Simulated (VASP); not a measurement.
Bi2Te2Se, 5 atoms in the cell. The structure is trigonal, space group R-3m (No. 166). The conventional cell has a = 4.288 Å, b = 4.288 Å, c = 29.879 Å, α = 90.00°, β = 90.00°, γ = 120.00°. Within 4.0 Å of Bi (site symmetry 3m) lie 3 Te at 3.04 Å and 3 Se at 3.07 Å. Within 4.0 Å of Te (site symmetry 3m) lie 3 Bi at 3.04 Å and 3 Te at 3.72 Å. Within 4.0 Å of Se (site symmetry -3m) lie 6 Bi at 3.07 Å. 

| Property | Result |
| --- | --- |
| Program | VASP 6.6.1 |
| Task | single point |
| Functional | PBEsol |
| Potentials or basis | VASP PAW PBE potentials, release 64 (Bi_d, Te, Se) |
| Cutoff | 520 eV |
| k mesh | 12 × 12 × 12 |
| Occupations | gaussian, width 0.1 eV |
| Spin | no spin polarisation |
| Dipole correction | no |
| Further INCAR settings | ALGO = Normal; EDIFF = 1e-07; NBANDS = 32 |

Potentials or basis: VASP PAW PBE potentials, release 64 (Bi_d, Te, Se).

Command:

```console
$ cat potpaw_PBE.64/Bi_d/POTCAR potpaw_PBE.64/Te/POTCAR potpaw_PBE.64/Se/POTCAR > POTCAR
$ mpirun -np 1 vasp_std > vasp.out
```

Hardware: 1 thread of Oxide Virtual Turin-like Processor, with other jobs on the host.

Task: How long does it take, and how much memory?

Result: Run time: 94 min on 1 thread of Oxide Virtual Turin-like Processor (shared host), peak memory 1.5 GiB. Counts: scf iterations 14, k points 189.
